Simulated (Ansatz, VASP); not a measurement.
K: VASP beside Ansatz

```
CELL_PARAMETERS angstrom
4.62627 0.00000 0.00000
-2.31313 4.00646 0.00000
0.00000 0.00000 15.06588
ATOMIC_POSITIONS crystal
K 0.00000 0.00000 0.00000
K 0.00000 0.00000 0.50000
K 0.33333 0.66667 0.25000
K 0.66667 0.33333 0.75000
```

Alike in both runs: task single point; functional BLYP; k mesh 9 × 9 × 3; occupations fermi-dirac, width 0.1 eV; no spin polarisation.

|  | VASP | Ansatz |
| --- | --- | --- |
| version | VASP 6.6.1 | Ansatz 0.2.0 |
| potentials or method | VASP PAW PBE potentials, release 64 (K_sv), cutoff 520 eV | plane waves (420 eV) with PAW, scalar-relativistic |
| valence electrons in the cell | 36 | 36 |

```csv
,VASP,Ansatz,Ansatz less VASP
pressure (GPa),0.3,0.3,+0.01
```

VASP's potentials were made for PBE, not for BLYP. With one functional, cell and mesh, what is left measures potentials, basis and numerics.
